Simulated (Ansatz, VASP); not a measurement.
Ir: VASP beside Ansatz

```
Ir
1.0
     0.00000    1.91902    1.91902
     1.91902    0.00000    1.91902
     1.91902    1.91902    0.00000
Ir
1
Cartesian
  0.0000 0.0000 0.0000
```

Alike in both runs: functional r2SCAN; dispersion D4; k mesh 13 × 13 × 13; occupations fermi-dirac, width 0.15 eV; no spin polarisation.

Ansatz relaxed the structure, and its values are those at the end. VASP's run is a single point on that final structure, the one shown.

|  | VASP | Ansatz |
| --- | --- | --- |
| version | VASP 6.6.1 | Ansatz 0.2.0 |
| potentials or method | VASP PAW PBE potentials, release 64 (Ir), cutoff 520 eV | plane waves, PAW |
| valence electrons in the cell | 9 | 17 |

```tsv
	VASP	Ansatz	Ansatz less VASP
pressure (GPa)	2.5	0.0	-2.53
```

VASP's potentials were made for PBE, not for r2SCAN. VASP's potentials hold 9 valence electrons a cell and Ansatz's 17, so a difference there can come from the potentials and not from the codes.

Neither program's run includes spin-orbit coupling.
